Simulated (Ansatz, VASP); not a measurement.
## Mn in VASP and in Ansatz

The input INCAR:

```
PREC = Accurate
ENCUT = 500
EDIFF = 1E-6
ISMEAR = -1
SIGMA = 0.05
LREAL = False
LASPH = True
NELM = 200
ALGO = Normal
ISIF = 2
LWAVE = False
LCHARG = False
ISPIN = 2
MAGMOM = 0.366 0.366 -0.316 -0.316
LORBIT = 11
LMAXMIX = 4
GGA = PE
NBANDS = 38
GGA_COMPAT = False
```

The input KPOINTS:

```
Automatic mesh
0
Gamma
  16 16 5
```

File POSCAR:

```
Mn
1.0
    2.5482115358      0.0000000000      0.0000000000
   -1.2741057679      2.2068159242      0.0000000000
    0.0000000000      0.0000000000      8.2247019762
Mn
4
Direct
    1.0000000000      1.0000000000      1.0000000000
    1.0000000000      1.0000000000      0.5000000000
    0.3333333333      0.6666666667      0.2500000000
    0.6666666667      0.3333333333      0.7500000000
```

Input for Ansatz:

```yaml
crystal:
  lattice:
    - [2.5482115358, 0.0, 0.0]
    - [-1.2741057679, 2.2068159242, 0.0]
    - [0.0, 0.0, 8.2247019762]
  atoms:
    - { symbol: Mn, position: [1.0, 1.0, 1.0], spin: 0.366 }
    - { symbol: Mn, position: [1.0, 1.0, 0.5], spin: 0.366 }
    - { symbol: Mn, position: [0.3333333333, 0.6666666667, 0.25], spin: -0.316 }
    - { symbol: Mn, position: [0.6666666667, 0.3333333333, 0.75], spin: -0.316 }
hamiltonian:
  xc: pbe
  pseudopotentials:
    kind: paw
    azcp:
      Mn: "pseudopotentials/Mn.paw.azcp"
basis:
  ecutwfc: 420
  fft_grid_basis: typed
kpoints:
  mp_grid: { grid: [16, 16, 5], shift: [0, 0, 0] }
magnetization:
  spin_polarized: true
scf:
  occupations: { method: fermi_dirac, width: 0.05 }
  lower_state_search: "off"
output:
  stress: true
```

Alike in both runs: task single point; functional PBE; k mesh 16 × 16 × 5; occupations fermi-dirac, width 0.05 eV; collinear spin.

|  | VASP | Ansatz |
| --- | --- | --- |
| version | VASP 6.6.1 | Ansatz 0.2.0 |
| potentials or method | VASP PAW PBE potentials, release 64 (Mn_pv), cutoff 500 eV | plane waves (420 eV) with PAW, scalar-relativistic |
| valence electrons in the cell | 52 | 60 |

```csv
,VASP,Ansatz,Ansatz less VASP
pressure (GPa),-18.4,-12.9,+5.52
"traceless stress, the component that is largest in VASP (GPa)",-0.03,1.62,+1.643
net moment per atom (μB),0.00,0.03,+0.026
size of the moment on the site where the two differ most (μB),0.00,1.06,+1.061
```

Site moments also hang on the region over which each program counts them. VASP's potentials hold 52 valence electrons a cell and Ansatz's 60, so a difference there can come from the potentials and not from the codes. Ansatz's warnings: spin hold released.
